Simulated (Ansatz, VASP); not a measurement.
**AlNi in VASP and in Ansatz**

INCAR

```
  ALGO = Fast
  EDIFF = 1E-6
  ENCUT = 520
  GGA = PS
  ISIF = 2
  ISMEAR = 0
  LASPH = True
  LCHARG = False
  LREAL = False
  LWAVE = False
  NBANDS = 14
  NELM = 100
  PREC = Accurate
  SIGMA = 0.15
```

KPOINTS

```
k-points
0
Gamma
  18 18 18
```

Contents of POSCAR:

```
AlNi
1.0
    3.3258715547      0.0000000000      0.0000000000
    0.0000000000      3.3258715547      0.0000000000
    0.0000000000      0.0000000000      2.1618165105
Al Ni
1 1
Direct
    0.0000000000      0.0000000000      0.0000000000
    0.5000000000      0.5000000000      0.5000000000
```

Input for Ansatz:

```yaml
crystal:
  lattice:
    - [3.3258715547, 0.0, 0.0]
    - [0.0, 3.3258715547, 0.0]
    - [0.0, 0.0, 2.1618165105]
  atoms:
    - { symbol: Al, position: [0.0, 0.0, 0.0] }
    - { symbol: Ni, position: [0.5, 0.5, 0.5] }
basis:
  ecutwfc: 420
kpoints:
  mp_grid: { grid: [18, 18, 18] }
hamiltonian:
  xc: pbesol
scf:
  occupations: { method: gaussian, width: 0.15 }
output:
  forces: true
  stress: true
  eigenvalues: true
```

Alike in both runs: task single point; functional PBEsol; k mesh 18 × 18 × 18; occupations gaussian, width 0.15 eV; no spin polarisation.

|  | VASP | Ansatz |
| --- | --- | --- |
| version | VASP 6.6.1 | Ansatz 0.2.0 |
| potentials or method | VASP PAW PBE potentials, release 64 (Al, Ni), cutoff 520 eV | scalar-relativistic, plane waves, PAW |
| valence electrons in the cell | 13 | 21 |

Ansatz gave:

- gap on the k mesh at the Fermi level (eV): none
- pressure (GPa): 23.5
- traceless stress, the component that is largest in VASP (GPa): 81.63

Estimate VASP's values.

gap on the k mesh at the Fermi level (eV): none; pressure (GPa): 23.2; traceless stress, the component that is largest in VASP (GPa): 81.55.

VASP's potentials were made for PBE, not for PBEsol. A gap of «none» marks a metal or a gap that the smearing closes. With one functional, cell and mesh, what is left measures potentials, basis and numerics. VASP's potentials hold 13 valence electrons a cell and Ansatz's 21, so a difference there can come from the potentials and not from the codes.
